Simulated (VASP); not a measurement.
# Si in VASP: a series of runs

The runs below take Si through single point, with PBE+D3(BJ).

Program: VASP 6.6.1. These are calculated values, not measurements. Logs are shortened: lines on timing, memory, paths and dates and some standing lists are left out, and cuts for length are marked.

### Step 1. The cell of the first run

The cell holds a slab with vacuum, 4 atoms: a = 3.848 Å, b = 3.848 Å, c = 18.442 Å, α = 90.00°, β = 90.00°, γ = 120.00°.

### Step 2. Single point, PBE+D3(BJ)

INCAR reads:

```
ALGO     = Normal         # electronic algorithm
DIPOL    = 0.5 0.5 0.378
EDIFF    = 1E-6           # SCF threshold, eV
ENCUT    = 520            # plane-wave cutoff, eV
GGA      = PE             # functional
IDIPOL   = 3            
ISIF     = 2              # what is computed and relaxed
ISMEAR   = 0              # smearing method
IVDW     = 12             # dispersion correction
LASPH    = T              # aspherical terms in the spheres
LCHARG   = F              # write CHGCAR
LDIPOL   = T            
LREAL    = F              # projectors in reciprocal space
LWAVE    = F              # write WAVECAR
NBANDS   = 16             # bands
NELM     = 60             # most SCF steps
PREC     = Accurate       # precision mode
SIGMA    = 0.1            # smearing width, eV
```

KPOINTS reads:

```
k-points
0
Gamma
  9 9 1
```

POSCAR reads:

```
Si
1.0
    3.8475254748      0.0000000000      0.0000000000
   -1.9237627374      3.3320548028      0.0000000000
    0.0000000000      0.0000000000     18.4415958287
Si
4
Direct
    0.3333333333      0.6666666667      0.2695427207
    0.6666666667      0.3333333333      0.2440135898
    0.0000000000      1.3333333333      0.5119728204
    0.3333333333      1.0000000000      0.4864436895
```

Potentials or basis: VASP PAW PBE potentials, release 64 (Si).

The run is started by

```
cat potpaw_PBE.64/Si/POTCAR > POTCAR
mpirun -np 1 vasp_std > vasp.out
```

OUTCAR:

```text
EDIFF = 1E-6
   ENCUT = 520
   GGA = PE
   ISIF = 2
   ISMEAR = 0
   IVDW = 12
   LASPH = T
   LREAL = F
   NELM = 60
   PREC = Accurate
 IVDW          = 12

 ion  position               nearest neighbor table
   1  0.333  0.667  0.270-   2 2.27   2 2.27   2 2.27
   2  0.667  0.333  0.244-   1 2.27   1 2.27   1 2.27
   3  0.000  0.333  0.512-   4 2.27   4 2.27   4 2.27
   4  0.333  0.000  0.486-   3 2.27   3 2.27   3 2.27

  LATTYP: Found a hexagonal cell.
 ALAT       =     3.8475254748
 C/A-ratio  =     4.7931055816

  Lattice vectors:

 A1 = (   3.8475254748,   0.0000000000,   0.0000000000)
 A2 = (  -1.9237627374,   3.3320548028,   0.0000000000)
 A3 = (   0.0000000000,   0.0000000000,  18.4415958287)

Analysis of symmetry for initial positions (statically):
=====================================================================
 Subroutine PRICEL returns:
 Original cell was already a primitive cell.

 Routine SETGRP: Setting up the symmetry group for a
 hexagonal supercell.

 Subroutine GETGRP returns: Found  2 space group operations
 (whereof  1 operations were pure point group operations)
 out of a pool of 24 trial point group operations.

The static configuration has the point symmetry C_1 .
 The point group associated with its full space group is S_2 .

Analysis of symmetry for dynamics (positions and initial velocities):
=====================================================================
 Subroutine PRICEL returns:
 Original cell was already a primitive cell.

 Routine SETGRP: Setting up the symmetry group for a
 hexagonal supercell.

 Subroutine GETGRP returns: Found  2 space group operations
 (whereof  1 operations were pure point group operations)
 out of a pool of 24 trial point group operations.

The dynamic configuration has the point symmetry C_1 .
 The point group associated with its full space group is S_2 .

 Subroutine INISYM returns: Found  2 space group operations
 (whereof  1 operations are pure point group operations),
 and found     1 'primitive' translations

----------------------------------------------------------------------------------------

                                     Primitive cell

  volume of cell :     236.4243

  direct lattice vectors                    reciprocal lattice vectors
     3.847525475  0.000000000  0.000000000     0.259907311  0.150057556  0.000000000
    -1.923762737  3.332054803  0.000000000     0.000000000  0.300115112  0.000000000
     0.000000000  0.000000000 18.441595829     0.000000000  0.000000000  0.054225242

  length of vectors
     3.847525475  3.847525475 18.441595829     0.300115112  0.300115112  0.054225242

  position of ions in fractional coordinates (direct lattice)
     0.333333333  0.666666667  0.269542721
     0.666666667  0.333333333  0.244013590
     1.000000000  0.333333333  0.511972820
     0.333333333  0.000000000  0.486443689

  ion indices of the primitive-cell ions
   primitive index   ion index
                 1           1
                 2           2
                 3           3
                 4           4

----------------------------------------------------------------------------------------

 KPOINTS: k-points

Automatic generation of k-mesh.
 Grid dimensions read from file:
 generate k-points for:    9    9    1

 Generating k-lattice:

  Cartesian coordinates                     Fractional coordinates (reciprocal lattice)
     0.028878590  0.016673062  0.000000000     0.111111111  0.000000000  0.000000000
     0.000000000  0.033346124  0.000000000     0.000000000  0.111111111  0.000000000
     0.000000000  0.000000000  0.054225242     0.000000000  0.000000000  1.000000000

  Length of vectors
     0.033346124  0.033346124  0.054225242

  Shift w.r.t. Gamma in fractional coordinates (k-lattice)
     0.000000000  0.000000000  0.000000000

 Subroutine IBZKPT returns following result:
 ===========================================

 Found     41 irreducible k-points:

 Following reciprocal coordinates:
            Coordinates               Weight
  0.000000  0.000000  0.000000      1.000000
  0.111111  0.000000  0.000000      2.000000
  0.000000  0.111111  0.000000      2.000000
 -0.111111  0.111111  0.000000      2.000000
  0.222222  0.000000  0.000000      2.000000
  0.000000  0.222222  0.000000      2.000000
[... 16 lines left out ...]
  0.333333  0.111111  0.000000      2.000000
 -0.111111  0.444444  0.000000      2.000000
 [... further k-points ...]
   k-points           NKPTS =     41   k-points in BZ     NKDIM =     41   number of bands    NBANDS=     16
   number of dos      NEDOS =    301   number of ions     NIONS =      4
   total plane-waves  NPLWV = 126000
   dimension x,y,z NGX =    30 NGY =   30 NGZ =  140
   dimension x,y,z NGXF=    60 NGYF=   60 NGZF=  280
   ions per type =               4
   NGX,Y,Z   is equivalent  to a cutoff of  12.96, 12.96, 12.62 a.u.
   NGXF,Y,Z  is equivalent  to a cutoff of  25.93, 25.93, 25.24 a.u.
 SYSTEM =  unknown system
   PREC   = accura    normal or accurate (medium, high low for compatibility)
   ISTART =      0    job   : 0-new  1-cont  2-samecut
   ICHARG =      2    charge: 1-file 2-atom 10-const
   ISPIN  =      1    spin polarized calculation?
   LNONCOLLINEAR =      F non collinear calculations
   LSORBIT =      F    spin-orbit coupling
   LASPH  =      T    aspherical Exc in radial PAW
   ENCUT  =  520.0 eV  38.22 Ry    6.18 a.u.   7.15  7.15 34.29*2*pi/ulx,y,z
   NELM   =     60;   NELMIN=  2; NELMDL= -5     # of ELM steps
   EDIFF  = 0.1E-05   stopping-criterion for ELM
   LREAL  =      F    real-space projection
   EDIFFG = 0.1E-04   stopping-criterion for IOM
   NSW    =      0    number of steps for IOM
   IBRION =     -1    ionic relax: 0-MD 1-quasi-New 2-CG
   NFREE  =      0    steps in history (QN), initial steepest desc. (CG)
   ISIF   =      2    stress and relaxation
   ISYM   =      2    0-nonsym 1-usesym 2-fastsym
   POTIM  = 0.5000    time-step for ionic-motion
   TEBEG  =    0.0;   TEEND  =   0.0 temperature during run
   PSTRESS=    0.0 pullay stress
   NELECT =      16.0000    total number of electrons
   NUPDOWN=      -1.0000    fix difference up-down
   EMIN   =  10.00;   EMAX   =-10.00  energy-range for DOS
   EFERMI =   0.00;   METHOD = LEGACY
   ISMEAR =     0;   SIGMA  =   0.10  broadening in eV -4-tet -1-fermi 0-gaus
   EFERMI_NEDOS =   21; number of points for ismear=-14 and -15
   IALGO  =     38    algorithm
   IMIX   =      4    mixing-type and parameters
     AMIX     =   0.40;   BMIX     =  1.00
     AMIX_MAG =   1.60;   BMIX_MAG =  1.00
  volume/ion in A,a.u.               =      59.11       398.87
  Fermi-wavevector in a.u.,A,eV,Ry     =   0.667141  1.260713  6.055637  0.445077
  Thomas-Fermi vector in A             =   1.741657
   LORBIT       =      0    0 simple, 1 ext, 2 COOP (PROOUT), +10 PAW based schemes
   GGA     = PE    functional components
   LHFCALC =     F    Hartree Fock is set to
   AEXX    =    0.0000 exact exchange contribution
   IVDW    =    12    specifies the selected vdW correction
   LEPSILON=     F    determine dielectric tensor
   LRPA    =     F    only Hartree local field effects (RPA)
 non-spin polarized calculation
 Gauss-broadening in eV      SIGMA  =   0.10
  energy-cutoff  :      520.00
  volume of cell :      236.42
 maximum number of plane-waves:      6399
 NGX is ok and might be reduce to    30
   NGX = 15   NGY = 15   NGZ = 69

 dipolmoment           0.000000      0.000000      0.000489 electrons x Angstroem

 number of electron      16.0000002 magnetization

 dipolmoment           0.000000      0.000000     -0.000005 electrons x Angstroem

 Free energy of the ion-electron system (eV)
  ---------------------------------------------------
  ext. energy  EPLUGINS =         0.00000000
  ---------------------------------------------------
  free energy    TOTEN  =       -19.16745077 eV

  energy without entropy =      -19.16723900  energy(sigma->0) =      -19.16734489

 E-fermi :  -1.0132     XC(G=0):  -4.2330

 val. band max:       -1.1737098635   @ k =   0.3333   0.3333   0.0000
 cond. band min:      -0.8526506708   @ k =   0.3333   0.3333   0.0000
 fundamental gap:      0.3210591927
 Fermi energy:        -1.0131812489

 k-point     1 :       0.0000    0.0000    0.0000
  band No.  band energies     occupation
      1     -12.1531      2.00000
      2     -12.0608      2.00000
      3      -4.6106      2.00000
      4      -3.7953      2.00000
      5      -2.2030      2.00000
      6      -2.2013      2.00000
[... 8 lines left out ...]
     15       2.0633      0.00000
     16       2.5186      0.00000

 k-point     2 :       0.1111    0.0000    0.0000
  band No.  band energies     occupation
      1     -12.0074      2.00000
      2     -11.9155      2.00000
      3      -4.5034      2.00000
      4      -3.7471      2.00000
      5      -3.1790      2.00000
      6      -3.0933      2.00000
[... 8 lines left out ...]
     15       2.5691      0.00000
     16       2.6180      0.00000

 k-point     3 :       0.0000    0.1111    0.0000
  band No.  band energies     occupation
      1     -12.0073      2.00000
      2     -11.9156      2.00000
      3      -4.5002      2.00000
      4      -3.7538      2.00000
      5      -3.1761      2.00000
      6      -3.0934      2.00000
[... 8 lines left out ...]
     15       2.5870      0.00000
     16       2.6153      0.00000
[... 362 lines left out ...]
 k-point    23 :       0.3333    0.1111    0.0000
  band No.  band energies     occupation
      1     -10.3694      2.00000
      2     -10.2879      2.00000
      3      -7.4085      2.00000
      4      -7.3372      2.00000
      5      -4.1035      2.00000
      6      -4.0438      2.00000
[... 8 lines left out ...]
     15       4.8426      0.00000
     16       5.1032      0.00000

 k-point    24 :      -0.1111    0.4444    0.0000
  band No.  band energies     occupation
      1     -10.3663      2.00000
      2     -10.2900      2.00000
      3      -7.4134      2.00000
      4      -7.3344      2.00000
      5      -4.0938      2.00000
      6      -4.0519      2.00000
[... 8 lines left out ...]
     15       4.7043      0.00000
     16       5.1232      0.00000

 [... further k-points ...]

------------------------ aborting loop because EDIFF is reached ----------------------------------------

 vacuum level on the upper side and lower side of the slab       (xc-potential included)        -0.166        -0.165

 Edisp (eV)   -0.96255

 E8    (eV) :    -0.4083

  FORCE on cell =-STRESS in cart. coord.  units (eV):
  Direction    XX          YY          ZZ          XY          YZ          ZX
  --------------------------------------------------------------------------------------
  -------------------------------------------------------------------------------------
  Total      -0.16178    -0.13973    -0.81848     0.03672    -0.13873     0.03344
  in kB      -1.09635    -0.94694    -5.54662     0.24886    -0.94014     0.22664
  external pressure =       -2.53 kB  Pullay stress =        0.00 kB

 VOLUME and BASIS-vectors are now :
 -----------------------------------------------------------------------------
  energy-cutoff  :      520.00
  volume of cell :      236.42
      direct lattice vectors                 reciprocal lattice vectors
     3.847525475  0.000000000  0.000000000     0.259907311  0.150057556  0.000000000
    -1.923762737  3.332054803  0.000000000     0.000000000  0.300115112  0.000000000
     0.000000000  0.000000000 18.441595829     0.000000000  0.000000000  0.054225242

 POSITION                                       TOTAL-FORCE (eV/Angst)
 -----------------------------------------------------------------------------------
     -0.00000      2.22137      4.97080        -0.015788      0.024836      0.153257
      1.92376      1.11068      4.50000         0.006017      0.007947      0.036912
     -0.64125      1.11068      9.44160        -0.006017     -0.007947     -0.036912
      1.28251      0.00000      8.97080         0.015788     -0.024836     -0.153257
 -----------------------------------------------------------------------------------
    total drift:                                0.000000      0.000000     -0.000060

  FREE ENERGIE OF THE ION-ELECTRON SYSTEM (eV)
  ---------------------------------------------------
  free  energy   TOTEN  =       -20.1299999837 eV

  energy  without entropy=      -20.1297882115  energy(sigma->0) =      -20.12989410

 vacuum level on the upper side and lower side of the slab         3.502         3.502
```

Wall time 2.9 min (1 thread of Intel Xeon Platinum 8488C (Sapphire Rapids), shared host); peak memory 0.39 GiB.

Results:

| Property | Result |
| --- | --- |
| Free energy | -20.1300 eV |
| Largest force | 0.156 eV/Å |
| Band gap on the k mesh | 0.32 eV, direct |
| Dispersion energy per atom | -0.241 eV |

Forces on the atoms (eV/Å):
```
Si  -0.016  0.025  0.153
Si   0.006  0.008  0.037
Si  -0.006 -0.008 -0.037
Si   0.016 -0.025 -0.153
```

### Step 3. Single point, PBE+D3(BJ)

INCAR reads:

```
SYSTEM = Si
  ALGO = Normal
  DIPOL = 0.5 0.5 0.378
  EDIFF = 1E-6
  ENCUT = 520
  GGA = PE
  IDIPOL = 3
  ISIF = 2
  ISMEAR = 0
  IVDW = 12
  LASPH = .TRUE.
  LCHARG = .FALSE.
  LDIPOL = .TRUE.
  LREAL = .FALSE.
  LWAVE = .FALSE.
  NBANDS = 16
  NELM = 80
  PREC = Accurate
  SIGMA = 0.1
```

KPOINTS reads:

```
k-points
0
G
  9 9 1
  0 0 0
```

POSCAR: that of step 2 with these lines changed.

```diff
@@ -10,3 +10,3 @@
     0.6666666667      0.3333333333      0.2440135898
-    0.0000000000      1.3333333333      0.5119728204
-    0.3333333333      1.0000000000      0.4864436895
+    0.0000000000      1.1666666667      0.5119728204
+    0.3333333333      0.8333333333      0.4864436895
```

Potentials or basis: VASP PAW PBE potentials, release 64 (Si).

The run is started by

```
cat potpaw_PBE.64/Si/POTCAR > POTCAR
mpirun -np 1 vasp_std > vasp.out
```

Wall time 2.9 min (1 thread of Intel Xeon Platinum 8488C (Sapphire Rapids), shared host); peak memory 0.39 GiB.

Results (log left out):

```
Free energy                : -20.1533 eV
Largest force              : 0.212 eV/Å
Band gap on the k mesh     : 0.15 eV, direct
Dispersion energy per atom : -0.240 eV
```

Forces on the atoms (eV/Å):
```
Si  -0.014  0.022  0.211
Si  -0.001  0.006  0.033
Si   0.001 -0.006 -0.033
Si   0.014 -0.022 -0.211
```

Levels at points of the mesh, in eV from the valence-band top:
| k point | band 4 | band 5 | band 6 | band 7 | band 8 | band 9 | band 10 | band 11 | band 12 | band 13 |
| --- | --- | --- | --- | --- | --- | --- | --- | --- | --- | --- |
| (0.00, 0.00, 0.00) | -2.70 | -1.13 | -1.11 | -1.11 | -1.09 | 2.10 | 2.16 | 2.27 | 3.10 | 3.11 |

### Step 4. Single point, PBE+D3(BJ)

INCAR reads:

```
  PREC = Accurate
  ENCUT = 520
  EDIFF = 1E-6
  ISMEAR = 0
  SIGMA = 0.1
  LREAL = F
  LASPH = T
  NELM = 80
  ALGO = Normal
  ISIF = 2
  LWAVE = F
  LCHARG = F
  LDIPOL = T
  IDIPOL = 3
  DIPOL = 0.5 0.5 0.378
  GGA = PE
  IVDW = 12
  NBANDS = 16
```

KPOINTS reads:

```
regular mesh
0
Gamma
  9 9 1
```

POSCAR: that of step 3 with these lines changed.

```diff
@@ -10,3 +10,3 @@
     0.6666666667      0.3333333333      0.2440135898
-    0.0000000000      1.1666666667      0.5119728204
-    0.3333333333      0.8333333333      0.4864436895
+    0.1666666667      1.6666666667      0.5119728204
+    0.5000000000      1.3333333333      0.4864436895
```

The run is started by

```
cat potpaw_PBE.64/Si/POTCAR > POTCAR
mpirun -np 1 vasp_std > vasp.out
```

Run time: 3.2 min. Hardware: 1 thread of Intel Xeon Platinum 8488C (Sapphire Rapids), shared host; peak memory 0.4 GiB.

It converged, with:

```yaml
Free_energy: -20.1111 eV
Largest_force: 0.114 eV/Å
Band_gap_on_the_k_mesh: 0.50 eV, indirect (least direct gap 0.53 eV)
Dispersion_energy_per_atom: -0.241 eV
```

Forces in eV/Å, atoms in the order of the input:
```
Si   0.017 -0.011  0.112
Si   0.013  0.001  0.026
Si  -0.013 -0.001 -0.026
Si  -0.017  0.011 -0.112
```

Levels at points of the mesh, in eV from the valence-band top:
| k point | band 5 | band 6 | band 7 | band 8 | band 9 | band 10 | band 11 | band 12 |
| --- | --- | --- | --- | --- | --- | --- | --- | --- |
| (0.00, 0.00, 0.00) | -0.94 | -0.93 | -0.91 | -0.90 | 2.27 | 2.35 | 2.51 | 3.28 |

### Step 5. Single point, PBE+D3(BJ)

INCAR reads:

```
PREC     = Accurate       # precision mode
ENCUT    = 520            # plane-wave cutoff, eV
EDIFF    = 1E-6           # SCF threshold, eV
ISMEAR   = 0              # smearing method
SIGMA    = 0.1            # smearing width, eV
LREAL    = False          # projectors in reciprocal space
LASPH    = True           # aspherical terms in the spheres
NELM     = 80             # most SCF steps
ALGO     = Normal         # electronic algorithm
ISIF     = 2              # what is computed and relaxed
LWAVE    = False          # write WAVECAR
LCHARG   = False          # write CHGCAR
LDIPOL   = True         
IDIPOL   = 3            
DIPOL    = 0.5 0.5 0.378
GGA      = PE             # functional
IVDW     = 12             # dispersion correction
NBANDS   = 16             # bands
```

KPOINTS is that of step 4.

POSCAR: that of step 4 with these lines changed.

```diff
@@ -10,3 +10,3 @@
     0.6666666667      0.3333333333      0.2440135898
-    0.1666666667      1.6666666667      0.5119728204
-    0.5000000000      1.3333333333      0.4864436895
+    0.5000000000      1.3333333333      0.5119728204
+    0.8333333333      1.0000000000      0.4864436895
```

The run is started by

```
cat potpaw_PBE.64/Si/POTCAR > POTCAR
mpirun -np 1 vasp_std > vasp.out
```

Run time: 2.9 min. Hardware: 1 thread of Intel Xeon Platinum 8488C (Sapphire Rapids), shared host; peak memory 0.4 GiB.

It converged, with:

```
Free energy                : -20.1230 eV
Largest force              : 0.135 eV/Å
Band gap on the k mesh     : 0.27 eV, direct
Dispersion energy per atom : -0.241 eV
```

Forces in eV/Å, atoms in the order of the input:
```
Si   0.018  0.007  0.133
Si  -0.006  0.001  0.048
Si   0.006 -0.001 -0.048
Si  -0.018 -0.007 -0.133
```

Levels at points of the mesh, in eV from the valence-band top:
```csv
k point,band 5,band 6,band 7,band 8,band 9,band 10,band 11,band 12
"(0.00, 0.00, 0.00)",-1.04,-1.04,-1.03,-1.02,2.19,2.23,2.37,3.17
```

[end of part 1 of 2]
